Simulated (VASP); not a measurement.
# W (Im-3m) in VASP: further runs, part 2 of 2

VASP 6.6.1. The steps go on from the part before.

### Step 3. Single point, r2SCAN0

File POSCAR:

```
W
1.0
   -1.5823450000      1.5823450000      1.5823450000
    1.5823450000     -1.5823450000      1.5823450000
    1.5823450000      1.5823450000     -1.5823450000
W
1
Direct
    0.0000000000      0.0000000000      0.0000000000
```

File INCAR.step1:

```
PREC = Accurate
ENCUT = 520
EDIFF = 1E-5
ISMEAR = -1
SIGMA = 0.05
LREAL = False
LASPH = True
NELM = 80
ALGO = Normal
ISIF = 2
LWAVE = True
LCHARG = False
GGA = PE
NBANDS = 13
```

File INCAR.step2:

```
PREC = Accurate
ENCUT = 520
EDIFF = 1E-7
ISMEAR = -1
SIGMA = 0.05
LREAL = False
LASPH = True
NELM = 80
ALGO = Normal
ISIF = 2
LWAVE = False
LCHARG = False
METAGGA = R2SCAN
LHFCALC = True
AEXX = 0.25
LMIXTAU = True
PRECFOCK = Normal
ISTART = 1
NBANDS = 13
```

File KPOINTS:

```
regular mesh
0
Gamma
  7 7 7
```

Potentials or basis: VASP PAW PBE potentials, release 64 (W_sv).

Launch:

```sh
> cat potpaw_PBE.64/W_sv/POTCAR > POTCAR
> cp INCAR.step1 INCAR
> mpirun -np 1 vasp_std > vasp.out
> cp INCAR.step2 INCAR
> mpirun -np 1 vasp_std > vasp.out
```

OUTCAR:

```text
PREC = Accurate
   ENCUT = 520
   EDIFF = 1E-7
   ISMEAR = -1
   LREAL = False
   LASPH = True
   NELM = 80
   ISIF = 2
   METAGGA = R2SCAN
   LHFCALC = True
   AEXX = 0.25
   PRECFOCK = Normal
   ISTART = 1

 ion  position               nearest neighbor table
   1  0.000  0.000  0.000-

  LATTYP: Found a body centered cubic cell.
 ALAT       =     3.1646900000

  Lattice vectors:

 A1 = (  -1.5823450000,   1.5823450000,   1.5823450000)
 A2 = (   1.5823450000,  -1.5823450000,   1.5823450000)
 A3 = (   1.5823450000,   1.5823450000,  -1.5823450000)

Analysis of symmetry for initial positions (statically):
=====================================================================
 Subroutine PRICEL returns:
 Original cell was already a primitive cell.

 Routine SETGRP: Setting up the symmetry group for a
 body centered cubic supercell.

 Subroutine GETGRP returns: Found 48 space group operations
 (whereof 48 operations were pure point group operations)
 out of a pool of 48 trial point group operations.

The static configuration has the point symmetry O_h .

Analysis of symmetry for dynamics (positions and initial velocities):
=====================================================================
 Subroutine PRICEL returns:
 Original cell was already a primitive cell.

 Routine SETGRP: Setting up the symmetry group for a
 body centered cubic supercell.

 Subroutine GETGRP returns: Found 48 space group operations
 (whereof 48 operations were pure point group operations)
 out of a pool of 48 trial point group operations.

The dynamic configuration has the point symmetry O_h .

 Subroutine INISYM returns: Found 48 space group operations
 (whereof 48 operations are pure point group operations),
 and found     1 'primitive' translations

----------------------------------------------------------------------------------------

[... 117 lines left out ...]
   AEXX    =    0.2500 exact exchange contribution
   HFSCREEN=    0.0000 screening length (either q_TF or 0.3 A-1)
   HFSCREENC=   0.0000 screening length for correlation (either q_TF or 0.3 A-1)
   ENCUTFOCK=  -1.0 apply spherical cutoff to Coloumb kernel
   IVDW    =     0    specifies the selected vdW correction
   LEPSILON=     F    determine dielectric tensor
   LRPA    =     F    only Hartree local field effects (RPA)
 non-spin polarized calculation
  energy-cutoff  :      520.00
  volume of cell :       15.85
 maximum number of plane-waves:       438
  NGX = 16; NGY = 16; NGZ = 16

 number of electron      14.0000004 magnetization

 Free energy of the ion-electron system (eV)
  ---------------------------------------------------
  ext. energy  EPLUGINS =         0.00000000
  ---------------------------------------------------
  free energy    TOTEN  =       -45.43487532 eV

  energy without entropy =      -45.43128541  energy(sigma->0) =      -45.43308037

 E-fermi :  11.4119     XC(G=0): -11.5543

 val. band max:       10.9199166460   @ k =  -0.4286  -0.4286   0.2857
 cond. band min:      11.4787012576   @ k =  -0.4286   0.4286   0.2857
 fundamental gap:      0.5587846116
 Fermi energy:        11.4119248922

 k-point     1 :       0.0000    0.0000    0.0000
  band No.  band energies     occupation
      1     -68.9378      2.00000
      2     -30.4156      2.00000
      3     -30.4155      2.00000
      4     -30.4155      2.00000
      5      -0.5153      2.00000
      6       9.2172      2.00000
      7       9.2172      2.00000
      8       9.2172      2.00000
      9      14.9045      0.00000
     10      14.9046      0.00000
     11      27.5259      0.00000
     12      27.5259      0.00000
     13      27.5259      0.00000
[... 290 lines left out ...]
  band No.  band energies     occupation
      1     -68.6516      2.00000
      2     -31.4691      2.00000
      3     -31.4113      2.00000
      4     -31.4113      2.00000
      5       4.4590      2.00000
      6       4.5574      2.00000
      7      15.5678      0.00000
      8      15.5678      0.00000
      9      16.9640      0.00000
     10      19.2004      0.00000
     11      23.1477      0.00000
     12      23.1477      0.00000
     13      31.2877      0.00000

------------------------ aborting loop because EDIFF is reached ----------------------------------------

  FORCE on cell =-STRESS in cart. coord.  units (eV):
  Direction    XX          YY          ZZ          XY          YZ          ZX
  --------------------------------------------------------------------------------------
  -------------------------------------------------------------------------------------
  Total       -0.1134815     -0.1134815     -0.1134815     -0.0000000     -0.0000000     -0.0000000
  in kB      -11.4728725    -11.4728725    -11.4728725     -0.0000000     -0.0000000     -0.0000000
  external PRESSURE =     -11.4728725 kB  Pullay stress =       0.0000000 kB

 VOLUME and BASIS-vectors are now :
 -----------------------------------------------------------------------------
  energy-cutoff  :      520.00
  volume of cell :       15.85
      direct lattice vectors                 reciprocal lattice vectors
    -1.582345000  1.582345000  1.582345000     0.000000000  0.315986716  0.315986716
     1.582345000 -1.582345000  1.582345000     0.315986716  0.000000000  0.315986716
     1.582345000  1.582345000 -1.582345000     0.315986716  0.315986716  0.000000000

 POSITION                                       TOTAL-FORCE (eV/Angst)
 -----------------------------------------------------------------------------------
      0.00000      0.00000      0.00000         0.000000      0.000000     -0.000000
 -----------------------------------------------------------------------------------
    total drift:                               -0.000000      0.000000      0.000000

  FREE ENERGIE OF THE ION-ELECTRON SYSTEM (eV)
  ---------------------------------------------------
  free  energy   TOTEN  =       -45.4348753219 eV

  energy  without entropy=      -45.4312854087  energy(sigma->0) =      -45.43308037
```

OUTCAR.step1:

```text
PREC = Accurate
   ENCUT = 520
   EDIFF = 1E-5
   ISMEAR = -1
   LREAL = False
[... 528 lines left out ...]

 POSITION                                       TOTAL-FORCE (eV/Angst)
 -----------------------------------------------------------------------------------
      0.00000      0.00000      0.00000        -0.000000     -0.000000      0.000000
 -----------------------------------------------------------------------------------
    total drift:                                0.000000     -0.000000      0.000000

  FREE ENERGIE OF THE ION-ELECTRON SYSTEM (eV)
  ---------------------------------------------------
  free  energy   TOTEN  =       -12.8831037295 eV

  energy  without entropy=      -12.8735025933  energy(sigma->0) =      -12.87830316
```

Wall time 14 min (1 thread of Intel Xeon 6975P-C (Granite Rapids), shared host); peak memory 0.14 GiB.

What came out:

| Quantity | Value |
| --- | --- |
| Free energy | -45.4349 eV |
| Pressure | -1.1 GPa |
| Band gap on the k mesh | zero (bands 7 and 8 overlap by 6.35 eV) |

Caveat: the k points lie up to 0.40 Å⁻¹ apart, too coarse for converged energies and pressures of a metal; the PAW data sets were made with another functional, which shifts forces and pressure a little; spin-orbit coupling is left out, which moves the levels of the heavy elements.

### Step 4. Single point, revPBE, non-collinear spin, zero start, spin-orbit coupling

File INCAR:

```
SYSTEM = W
PREC     = Accurate       ! precision mode
ENCUT    = 500            ! plane-wave cutoff, eV
EDIFF    = 1E-6           ! SCF threshold, eV
ISMEAR   = -1             ! smearing method
SIGMA    = 0.1            ! smearing width, eV
LREAL    = .FALSE.        ! projectors in reciprocal space
LASPH    = .TRUE.         ! aspherical terms in the spheres
NELM     = 200            ! most SCF steps
ALGO     = Normal         ! electronic algorithm
ISIF     = 2              ! what is computed and relaxed
LWAVE    = .FALSE.        ! write WAVECAR
LCHARG   = .FALSE.        ! write CHGCAR
MAGMOM   = 0 0 0          ! initial moments
LORBIT   = 11             ! projections on sites
LSORBIT  = .TRUE.         ! spin-orbit coupling
GGA_COMPAT= .FALSE.      
LORBMOM  = .TRUE.       
LMAXMIX  = 4              ! l up to which the mixer works
GGA      = RE             ! functional
NBANDS   = 25             ! bands
```

File KPOINTS:

```
Automatic mesh
0
G
  12 12 12
  0 0 0
```

POSCAR is that of step 3.

Launch:

```sh
> cat potpaw_PBE.64/W_sv/POTCAR > POTCAR
> mpirun -np 1 vasp_ncl > vasp.out
```

It took 27 s on 1 thread of AMD EPYC 9R45 (Zen 5), shared host; peak memory 0.15 GiB.

The run converged. Its results:

```
Free energy                                           : -13.3321 eV
Pressure                                              : 10.0 GPa
Net moment                                            : 0.00 μB per cell
Valence electrons inside the program's atomic spheres : W 12.11
```

Moments on the atoms (μB; x, y, z):
```
W   0.00 0.00 0.00
```

Caveat: the cell stands under pressure; the PAW data sets were made with another functional, which shifts forces and pressure a little.

### Step 5. Overview

```csv
level,spin,k mesh,cutoff (eV),smearing,grid for exact exchange (PRECFOCK),share of exact exchange,gap on the mesh (eV),pressure (GPa)
PBE0,off,7 × 7 × 7,520,fermi-dirac 0.05 eV,Normal,0.25,none,0.2
r2SCAN0,off,7 × 7 × 7,520,fermi-dirac 0.05 eV,Normal,0.25,none,-1.1
revPBE,"non-collinear, zero start, SOC",12 × 12 × 12,500,fermi-dirac 0.1 eV,-,-,-,10.0
```

Alike in all rows: task single point; potentials or basis VASP PAW PBE potentials, release 64 (W_sv); cell as given.

Caveats: some runs use coarse meshes; the PAW data sets were made with another functional, which shifts forces and pressure a little; spin-orbit coupling is left out, which moves the levels of the heavy elements (at least some runs); the cell stands under pressure (at least some runs).

Absolute energies hang on the potentials; compare differences alone.
